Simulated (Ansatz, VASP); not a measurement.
MgO in VASP and in Ansatz

File INCAR:

```
PREC = Accurate ; ENCUT = 520
EDIFF = 1E-6 ; ISMEAR = 0
SIGMA = 0.01 ; LREAL = False
LASPH = True ; NELM = 80
ALGO = Normal ; ISIF = 2
LWAVE = False ; LCHARG = True
GGA = PS ; LELF = True
LVHAR = True ; NBANDS = 11
```

The input KPOINTS:

```
Automatic mesh
0
Gamma
  6 6 6
```

The input POSCAR:

```
MgO
1.0
    0.0000000000      2.0908720000      2.0908720000
    2.0908720000      0.0000000000      2.0908720000
    2.0908720000      2.0908720000      0.0000000000
Mg O
1 1
Direct
    0.0000000000      0.0000000000      0.0000000000
    0.5000000000      0.5000000000      0.5000000000
```

Input for Ansatz:

```yaml
crystal:
  atoms:
  - position: [0.0, 0.0, 0.0]
    symbol: Mg
  - position: [0.5, 0.5, 0.5]
    symbol: O
  lattice:
  - [0.0, 2.090872, 2.090872]
  - [2.090872, 0.0, 2.090872]
  - [2.090872, 2.090872, 0.0]
hamiltonian:
  dispersion: none
  pseudopotentials:
    kind: all_electron
    lapw: {}
    relativity: scalar
  xc: pbesol
kpoints:
  mp_grid:
    grid: [6, 6, 6]
    shift: [0, 0, 0]
magnetization: {spin_polarized: false}
output: {forces: true, stress: true}
scf:
  occupations: {method: fixed}
```

Alike in both runs: task single point; functional PBEsol; k mesh 6 × 6 × 6; no spin polarisation.

|  | VASP | Ansatz |
| --- | --- | --- |
| version | VASP 6.6.1 | Ansatz 0.2 development build |
| potentials or method | VASP PAW PBE potentials, release 64 (Mg, O), cutoff 520 eV | all-electron full-potential LAPW, scalar-relativistic |
| occupations | gaussian, width 0.01 eV | fixed |

```tsv
	VASP	Ansatz	Ansatz less VASP
gap on the k mesh at the Fermi level (eV)	4.85	4.85	+0.001
pressure (GPa)	3.3	3.9	+0.56
```

VASP's potentials were made for PBE, not for PBEsol. Ansatz ran all-electron here, and VASP with PAW potentials.

The k mesh is coarse, so the values compare programs but aren't converged.
